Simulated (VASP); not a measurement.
Set up this calculation in VASP 6.6.1, as the native input.

```yaml
Task: single point
Functional: PBE
Potentials_or_basis: VASP PAW PBE potentials, release 64 (Re, Pb_d)
Cutoff: 520 eV
k_mesh: 4 × 4 × 4
Occupations: gaussian, width 0.1 eV
Spin: no spin polarisation
Dipole_correction: no
Further_INCAR_settings: ALGO = Fast; EDIFF = 1e-06; NBANDS = 24
```

The structure of RePb2 lies in POSCAR:

```
RePb2
1.0
    0.0000000000      3.7401080800      3.7401080800
    3.7401080800      0.0000000000      3.7401080800
    3.7401080800      3.7401080800      0.0000000000
Re Pb
1 2
Direct
    0.0000000000      0.0000000000      0.0000000000
    0.2500000000      0.2500000000      0.2500000000
    0.7500000000      0.7500000000      0.7500000000
```

The input as run:

INCAR

```
SYSTEM = RePb2
PREC = Accurate
ENCUT = 520
EDIFF = 1E-6
ISMEAR = 0
SIGMA = 0.1
LREAL = .FALSE.
LASPH = .TRUE.
NELM = 80
ALGO = Fast
ISIF = 2
LWAVE = .FALSE.
LCHARG = .TRUE.
GGA = PE
LELF = .TRUE.
LVHAR = .TRUE.
NBANDS = 24
```

KPOINTS

```
regular mesh
0
G
  4 4 4
  0 0 0
```

Potentials or basis: VASP PAW PBE potentials, release 64 (Re, Pb_d).

Run with:

```console
$ cat potpaw_PBE.64/Re/POTCAR potpaw_PBE.64/Pb_d/POTCAR > POTCAR
$ mpirun -np 1 vasp_std > vasp.out
```

Results of the run:

```yaml
Pressure: -11.7 GPa
```

Caveat: the k points lie up to 0.36 Å⁻¹ apart.

It took 48 s on 1 thread of Intel Xeon 6975P-C (shared host), peak memory 0.24 GiB.
